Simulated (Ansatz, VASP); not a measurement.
**Al in VASP and in Ansatz**

Contents of POSCAR:

```
Al
1.0
    2.8270800000      0.0000000000      0.0000000000
   -1.4135400000      2.4483200000      0.0000000000
    0.0000000000      0.0000000000      9.1859900000
Al
4
Direct
    0.0077000000      0.9959600000      0.0011900000
    0.3436044334      0.6770688668      0.2498400000
    0.9988900000      0.0001700000      0.4998700000
    0.6729200000      0.3389000000      0.7509600000
```

INCAR.step1

```
  PREC = Accurate
  ENCUT = 520
  ISMEAR = -1
  SIGMA = 0.15
  LREAL = False
  LASPH = True
  NELM = 80
  NBANDS = 14
  GGA = PE
  ALGO = Normal
  EDIFF = 1E-4
  LWAVE = True
  LCHARG = False
```

INCAR.step2

```
  PREC = Accurate
  ENCUT = 520
  EDIFF = 1E-7
  ISMEAR = -1
  SIGMA = 0.15
  LREAL = False
  LASPH = True
  NELM = 80
  ALGO = Normal
  ISIF = 2
  LWAVE = False
  LCHARG = False
  METAGGA = R2SCAN
  LMIXTAU = True
  NBANDS = 14
  ISTART = 1
```

Contents of KPOINTS:

```
Automatic mesh
0
Gamma
  6 6 2
```

Input for Ansatz:

```yaml
crystal:
  lattice:
    - [2.82708, 0.0, 0.0]
    - [-1.41354, 2.44832, 0.0]
    - [0.0, 0.0, 9.18599]
  atoms:
    - { symbol: Al, position: [0.0077, 0.99596, 0.00119] }
    - { symbol: Al, position: [0.3436044334073977, 0.6770688668147955, 0.24984] }
    - { symbol: Al, position: [0.99889, 0.00017, 0.49987] }
    - { symbol: Al, position: [0.67292, 0.3389, 0.75096] }
basis:
  ecutwfc: 650.0
  xc_grid: 2
kpoints:
  mp_grid:
    grid: [6, 6, 2]
hamiltonian:
  xc: r2scan
scf:
  convergence:
    dr2_threshold: 1.0e-09
  occupations:
    method: fermi_dirac
    width: 0.15
output:
  forces: true
  stress: true
```

Alike in both runs: task single point; functional r2SCAN; k mesh 6 × 6 × 2; occupations fermi-dirac, width 0.15 eV; no spin polarisation.

```csv
,VASP,Ansatz
version,VASP 6.6.1,Ansatz 0.2.0
potentials or method,"VASP PAW PBE potentials, release 64 (Al), cutoff 520 eV","plane waves, PAW"
valence electrons in the cell,12,12
```

|  | VASP | Ansatz | Ansatz less VASP |
| --- | --- | --- | --- |
| pressure (GPa) | 0.6 | 0.9 | +0.33 |
| traceless stress, the component that is largest in VASP (GPa) | 1.69 | 1.70 | +0.004 |
| rms of the force components (eV/Å) | 0.031 | 0.032 | +0.0002 |

VASP's potentials were made for PBE, not for r2SCAN. Atom by atom the forces differ by 0.000 eV/Å (rms over components). The functional is the same, so the differences come from potentials, cutoffs and numerics. Ansatz's warnings: stress scf threshold loose.

The k mesh is coarse, so the values compare programs but aren't converged.
